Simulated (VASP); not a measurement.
# Mg (P-1) in VASP: electric field gradients with PBEsol

Aim: the electric field gradients of Mg with PBEsol.

All numbers are computed with VASP 6.6.1; they aren't measurements. Logs are shortened: lines on timing, memory, paths and dates and some standing lists are left out, and cuts for length are marked.

## 1. The cell of the first run

The typed cell holds 2 atoms: a = 3.210 Å, b = 3.168 Å, c = 5.212 Å, α = 89.36°, β = 88.27°, γ = 118.70°.

## 2. Electric field gradients, PBEsol (equal xy, yz and zx shear strains of +3 %)

The input, INCAR:

```
PREC = Accurate
ENCUT = 520
EDIFF = 1E-8
ISMEAR = -1
SIGMA = 0.08
LREAL = F
LASPH = T
NELM = 100
ALGO = Normal
ISIF = 2
LWAVE = F
LCHARG = F
GGA = PS
LEFG = T
NBANDS = 9
```

The input, KPOINTS:

```
regular mesh
0
Gamma
  12 12 7
```

The input, POSCAR:

```
Mg
1.0
    3.2092715325      0.0481390730      0.0481390730
   -1.5629461061      2.7552411383      0.0176201236
    0.0781549500      0.0781549500      5.2103300000
Mg
2
Direct
    0.3333333333      0.6666666667      0.2500000000
    0.6666666667      0.3333333333      0.7500000000
```

Potentials or basis: VASP PAW PBE potentials, release 64 (Mg).

Run with:

```sh
cat potpaw_PBE.64/Mg/POTCAR > POTCAR
mpirun -np 1 vasp_std > vasp.out
```

OUTCAR:

```text
PREC = Accurate
   ENCUT = 520
   EDIFF = 1E-8
   ISMEAR = -1
   LREAL = F
   LASPH = T
   NELM = 100
   ISIF = 2
   GGA = PS

 ion  position               nearest neighbor table
   1  0.333  0.667  0.250-   2 3.15   2 3.15   2 3.17   2 3.20   2 3.24   2 3.27
   2  0.667  0.333  0.750-   1 3.15   1 3.15   1 3.17   1 3.20   1 3.24   1 3.27

  LATTYP: Found a triclinic cell.
 ALAT       =     3.2517152844
 B/A-ratio  =     2.3079335097
 C/A-ratio  =     0.9871693112
 COS(alpha) =     0.0014024116
 COS(beta)  =     0.5194127996
 COS(gamma) =     0.6161173392

  Lattice vectors:

 A1 = (  -1.6463254264,  -2.8033802113,  -0.0657591966)
 A2 = (  -0.0052243703,  -5.4804663996,   5.1269506798)
 A3 = (  -3.2092715325,  -0.0481390730,  -0.0481390730)

Analysis of symmetry for initial positions (statically):
=====================================================================
 Subroutine PRICEL returns:
 Original cell was already a primitive cell.

 Routine SETGRP: Setting up the symmetry group for a
 triclinic supercell.

 Subroutine GETGRP returns: Found  2 space group operations
 (whereof  2 operations were pure point group operations)
 out of a pool of  2 trial point group operations.

The static configuration has the point symmetry S_2 .

Analysis of symmetry for dynamics (positions and initial velocities):
=====================================================================
 Subroutine PRICEL returns:
 Original cell was already a primitive cell.

 Routine SETGRP: Setting up the symmetry group for a
 triclinic supercell.

 Subroutine GETGRP returns: Found  2 space group operations
 (whereof  2 operations were pure point group operations)
 out of a pool of  2 trial point group operations.

The dynamic configuration has the point symmetry S_2 .

 Subroutine INISYM returns: Found  2 space group operations
 (whereof  2 operations are pure point group operations),
 and found     1 'primitive' translations

----------------------------------------------------------------------------------------

                                     Primitive cell

  volume of cell :      46.4428

  direct lattice vectors                    reciprocal lattice vectors
     3.209271532  0.048139073  0.048139073     0.309075590  0.175373590 -0.007266738
    -1.562946106  2.755241138  0.017620124    -0.005319621  0.359961035 -0.005319621
     0.078154950  0.078154950  5.210330000    -0.002837609 -0.002837609  0.192011551

  length of vectors
     3.209993537  3.167722325  5.211502192     0.355438352  0.360039641  0.192053482

  position of ions in fractional coordinates (direct lattice)
     0.333333333  0.666666667  0.250000000
     0.666666667  0.333333333  0.750000000

  ion indices of the primitive-cell ions
   primitive index   ion index
                 1           1
                 2           2

----------------------------------------------------------------------------------------

 KPOINTS: regular mesh

Automatic generation of k-mesh.
 Grid dimensions read from file:
 generate k-points for:   12   12    7

 Generating k-lattice:

  Cartesian coordinates                     Fractional coordinates (reciprocal lattice)
     0.025756299  0.014614466 -0.000605561     0.083333333 -0.000000000  0.000000000
    -0.000443302  0.029996753 -0.000443302     0.000000000  0.083333333  0.000000000
    -0.000405373 -0.000405373  0.027430222    -0.000000000  0.000000000  0.142857143

  Length of vectors
     0.029619863  0.030003303  0.027436212

  Shift w.r.t. Gamma in fractional coordinates (k-lattice)
     0.000000000  0.000000000  0.000000000

 Subroutine IBZKPT returns following result:
 ===========================================

 Found    506 irreducible k-points:

 Following reciprocal coordinates:
            Coordinates               Weight
  0.000000  0.000000  0.000000      1.000000
  0.083333  0.000000 -0.000000      2.000000
  0.166667  0.000000  0.000000      2.000000
  0.250000  0.000000 -0.000000      2.000000
  0.333333  0.000000  0.000000      2.000000
  0.416667  0.000000 -0.000000      2.000000
[... 16 lines left out ...]
  0.250000  0.166667 -0.000000      2.000000
  0.333333  0.166667  0.000000      2.000000
 [... further k-points ...]
   k-points           NKPTS =    506   k-points in BZ     NKDIM =    506   number of bands    NBANDS=      9
   number of dos      NEDOS =    301   number of ions     NIONS =      2
   total plane-waves  NPLWV =  23040
   dimension x,y,z NGX =    24 NGY =   24 NGZ =   40
   dimension x,y,z NGXF=    48 NGYF=   48 NGZF=   80
   ions per type =               2
   NGX,Y,Z   is equivalent  to a cutoff of  12.43, 12.60, 12.76 a.u.
   NGXF,Y,Z  is equivalent  to a cutoff of  24.86, 25.19, 25.52 a.u.
 SYSTEM =  unknown system
   PREC   = accura    normal or accurate (medium, high low for compatibility)
   ISTART =      0    job   : 0-new  1-cont  2-samecut
   ICHARG =      2    charge: 1-file 2-atom 10-const
   ISPIN  =      1    spin polarized calculation?
   LNONCOLLINEAR =      F non collinear calculations
   LSORBIT =      F    spin-orbit coupling
   LASPH  =      T    aspherical Exc in radial PAW
   ENCUT  =  520.0 eV  38.22 Ry    6.18 a.u.   5.97  5.89  9.69*2*pi/ulx,y,z
   NELM   =    100;   NELMIN=  2; NELMDL= -5     # of ELM steps
   EDIFF  = 0.1E-07   stopping-criterion for ELM
   LREAL  =      F    real-space projection
   EDIFFG = 0.1E-06   stopping-criterion for IOM
   NSW    =      0    number of steps for IOM
   IBRION =     -1    ionic relax: 0-MD 1-quasi-New 2-CG
   NFREE  =      0    steps in history (QN), initial steepest desc. (CG)
   ISIF   =      2    stress and relaxation
   ISYM   =      2    0-nonsym 1-usesym 2-fastsym
   POTIM  = 0.5000    time-step for ionic-motion
   TEBEG  =    0.0;   TEEND  =   0.0 temperature during run
   PSTRESS=    0.0 pullay stress
   NELECT =       4.0000    total number of electrons
   NUPDOWN=      -1.0000    fix difference up-down
   EMIN   =  10.00;   EMAX   =-10.00  energy-range for DOS
   EFERMI =   0.00;   METHOD = LEGACY
   ISMEAR =    -1;   SIGMA  =   0.08  broadening in eV -4-tet -1-fermi 0-gaus
   EFERMI_NEDOS =   21; number of points for ismear=-14 and -15
   IALGO  =     38    algorithm
   IMIX   =      4    mixing-type and parameters
     AMIX     =   0.40;   BMIX     =  1.00
     AMIX_MAG =   1.60;   BMIX_MAG =  1.00
  volume/ion in A,a.u.               =      23.22       156.71
  Fermi-wavevector in a.u.,A,eV,Ry     =   0.722973  1.366221  7.111626  0.522690
  Thomas-Fermi vector in A             =   1.813071
   LORBIT       =      0    0 simple, 1 ext, 2 COOP (PROOUT), +10 PAW based schemes
   GGA     = PS    functional components
   LHFCALC =     F    Hartree Fock is set to
   AEXX    =    0.0000 exact exchange contribution
   IVDW    =     0    specifies the selected vdW correction
   LEPSILON=     F    determine dielectric tensor
   LRPA    =     F    only Hartree local field effects (RPA)
 non-spin polarized calculation
  energy-cutoff  :      520.00
  volume of cell :       46.44
 maximum number of plane-waves:      1269
   NGX = 11   NGY = 11   NGZ = 19

 number of electron       4.0000000 magnetization

 Free energy of the ion-electron system (eV)
  ---------------------------------------------------
  ext. energy  EPLUGINS =         0.00000000
  ---------------------------------------------------
  free energy    TOTEN  =        -3.44412056 eV

  energy without entropy =       -3.42686046  energy(sigma->0) =       -3.43549051

 E-fermi :   2.5022     XC(G=0):  -8.4976

 val. band max:        2.4969067600   @ k =   0.3333   0.3333   0.2857
 cond. band min:       2.5078191948   @ k =   0.3333   0.5000  -0.0000
 fundamental gap:      0.0109124348
 Fermi energy:         2.5021922839

 k-point     1 :       0.0000    0.0000    0.0000
  band No.  band energies     occupation
      1      -4.3470      2.00000
      2       0.8686      2.00000
      3       1.3008      2.00000
      4      13.0672      0.00000
      5      13.1807      0.00000
      6      13.7110      0.00000
      7      13.7175      0.00000
      8      14.3792      0.00000
      9      15.8801      0.00000

 k-point     2 :       0.0833    0.0000   -0.0000
  band No.  band energies     occupation
      1      -4.2147      2.00000
      2       0.9801      2.00000
      3       1.4390      2.00000
      4      10.7657      0.00000
      5      12.4489      0.00000
      6      13.1820      0.00000
      7      14.7934      0.00000
      8      15.1012      0.00000
      9      15.5124      0.00000
[... 253 lines left out ...]
 k-point    24 :       0.3333    0.1667    0.0000
  band No.  band energies     occupation
      1      -0.7237      2.00000
      2       2.3191      1.81576
      3       4.0867      0.00000
      4       4.8499      0.00000
      5       5.9721      0.00000
      6       7.1718      0.00000
      7       8.5521      0.00000
      8      10.5976      0.00000
      9      11.6470      0.00000

 [... further k-points ...]
[... 5 lines left out ...]
  --------------------------------------------------------------------------------------
  -------------------------------------------------------------------------------------
  Total       -0.2756952     -0.2488476     -0.4239381     -0.1606804     -0.1633586     -0.1772538
  in kB       -9.5108922     -8.5847085    -14.6249543     -5.5431279     -5.6355226     -6.1148751
  external PRESSURE =     -10.9068517 kB  Pullay stress =       0.0000000 kB

 VOLUME and BASIS-vectors are now :
 -----------------------------------------------------------------------------
  energy-cutoff  :      520.00
  volume of cell :       46.44
      direct lattice vectors                 reciprocal lattice vectors
     3.209271532  0.048139073  0.048139073     0.309075590  0.175373590 -0.007266738
    -1.562946106  2.755241138  0.017620124    -0.005319621  0.359961035 -0.005319621
     0.078154950  0.078154950  5.210330000    -0.002837609 -0.002837609  0.192011551

 POSITION                                       TOTAL-FORCE (eV/Angst)
 -----------------------------------------------------------------------------------
      0.04733      1.87241      1.33038        -0.015104      0.000702      0.004643
      1.67715      1.00912      3.94571         0.015104     -0.000702     -0.004643
 -----------------------------------------------------------------------------------
    total drift:                                0.000000     -0.000000     -0.000000

  FREE ENERGIE OF THE ION-ELECTRON SYSTEM (eV)
  ---------------------------------------------------
  free  energy   TOTEN  =        -3.4441205551 eV

  energy  without entropy=       -3.4268604644  energy(sigma->0) =       -3.43549051

 Electric field gradients (V/A^2)
---------------------------------------------------------------------
 ion       V_xx      V_yy      V_zz      V_xy      V_xz      V_yz
---------------------------------------------------------------------
   1      -0.309    -0.425     0.734     0.874     0.792     0.768
   2      -0.309    -0.425     0.734     0.874     0.792     0.768
---------------------------------------------------------------------

 Electric field gradients after diagonalization (V/A^2)
 (convention: |V_zz| > |V_xx| > |V_yy|)
----------------------------------------------------------------------
 ion       V_xx      V_yy      V_zz     asymmetry (V_yy - V_xx)/ V_zz
----------------------------------------------------------------------
   1      -1.243    -0.488     1.731       0.436
   2      -1.243    -0.488     1.731       0.436
----------------------------------------------------------------------

           NMR quadrupolar parameters

 Cq : quadrupolar parameter    Cq=e*Q*V_zz/h
 eta: asymmetry parameters     (V_yy - V_xx)/ V_zz
 Q  : nuclear electric quadrupole moment in mb (millibarn)
----------------------------------------------------------------------
 ion       Cq(MHz)       eta       Q (mb)
----------------------------------------------------------------------
   1       0.004       0.436       1.000
   2       0.004       0.436       1.000
----------------------------------------------------------------------
```

Run time: 95 s. Hardware: 1 thread of AMD EPYC 9R45 (Zen 5), shared host; peak memory 0.29 GiB.

What came out:

- Free energy: -3.4441 eV
- Pressure: -1.1 GPa
- Largest force: 0.016 eV/Å
- Band gap on the k mesh: zero (bands 2 and 3 overlap by 2.22 eV)
- Largest electric field gradient by atom: Mg +1.7 V/Å²

Forces in eV/Å, atoms in the order of the input:
```
Mg  -0.015  0.001  0.005
Mg   0.015 -0.001 -0.005
```

Electric field gradients, principal values (V/Å²):
| atom | least | middle | greatest (by size) |
| --- | --- | --- | --- |
| 1 Mg | -0.488 | -1.243 | 1.731 |
| 2 Mg | -0.488 | -1.243 | 1.731 |

Caveat: the cell differs from its parent crystal (equal xy, yz and zx shear strains of +3 %); without QUAD_EFG the Cq values of the log hold for a quadrupole moment of 1 mb, not for the nuclei; the PAW data sets were made with another functional, which shifts forces and pressure a little.
